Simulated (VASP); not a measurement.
InAs: single point with PBE

InAs:

```xyz
2
Lattice="0.0000 3.0631 3.0631 3.0631 0.0000 3.0631 3.0631 3.0631 0.0000" Properties=species:S:1:pos:R:3 pbc="T T T"
In    0.0000    0.0000    0.0000
As    1.5315    1.5315    1.5315
```

```json
{
 "Program": "VASP 6.6.1",
 "Task": "single point",
 "Functional": "PBE",
 "Potentials or basis": "VASP PAW PBE potentials, release 64 (In_d, As)",
 "Cutoff": "520 eV",
 "k mesh": "6 × 6 × 6",
 "Occupations": "fermi-dirac, width 0.02 eV",
 "Spin": "no spin polarisation"
}
```

```json
{
 "Pressure": "1.7 GPa",
 "Band gap on the k mesh": "zero (filled and empty bands touch)"
}
```

Levels at points of the mesh, in eV from the Fermi level:
| k point | band 7 | band 8 | band 9 | band 10 | band 11 | band 12 |
| --- | --- | --- | --- | --- | --- | --- |
| (0.00, 0.00, 0.00) | -0.41 | -0.01 | -0.01 | -0.01 | 3.87 | 3.87 |
| (0.50, 0.00, 0.00) | -5.59 | -0.95 | -0.95 | 0.86 | 4.64 | 4.64 |
| (0.50, 0.50, 0.00) | -5.69 | -2.21 | -2.21 | 1.59 | 2.04 | 8.92 |

It took 21 s on 1 thread of AMD EPYC 7R13, on a shared host, peak memory 0.15 GiB.

Caveat: semilocal functionals underestimate gaps, so a narrow gap can read as zero; spin-orbit coupling is left out, which moves the levels of the heavy elements.
